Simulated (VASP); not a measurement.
A run of VASP 6.6.1 is set up as follows.

INCAR

```
PREC = Accurate
ENCUT = 520
EDIFF = 1E-6
ISMEAR = 0
SIGMA = 0.02
LREAL = F
LASPH = T
NELM = 60
ALGO = Normal
ISIF = 2
LWAVE = F
LCHARG = F
GGA = PE
NBANDS = 35
```

Contents of KPOINTS:

```
Automatic mesh
0
Gamma
  6 6 6
```

File POSCAR:

```
Al2O3
1.0
    2.3573806760      1.3610343679      4.2775369642
   -2.3573806760      1.3610343679      4.2775369642
    0.0000000000     -2.7220687357      4.2775369642
Al O
4 6
Direct
    0.3520633249      0.3520633249      0.3520633249
    0.1479366751      0.1479366751      0.1479366751
    0.6479366751      0.6479366751      0.6479366751
    0.8520633249      0.8520633249      0.8520633249
    0.5566963449      0.9433036551      0.2500000000
    0.2500000000      0.5566963449      0.9433036551
    0.9433036551      0.2500000000      0.5566963449
    0.4433036551      0.0566963449      0.7500000000
    0.7500000000      0.4433036551      0.0566963449
    0.0566963449      0.7500000000      0.4433036551
```

Potentials or basis: VASP PAW PBE potentials, release 64 (Al, O).

Run with:

```bash
$ cat potpaw_PBE.64/Al/POTCAR potpaw_PBE.64/O/POTCAR > POTCAR
$ mpirun -np 1 vasp_std > vasp.out
```

Q: Estimate the band gap on the k mesh.

A: 6.60 eV, direct.

Q: Estimate the largest force.

A: 0.004 eV/Å.

Q: Predict the pressure.

A: 16.0 GPa.

Stress tensor (GPa, compression positive):
```
16.00  0.00  0.00
 0.00 16.00  0.00
 0.00  0.00 16.08
```

 A k mesh can miss the band edges.
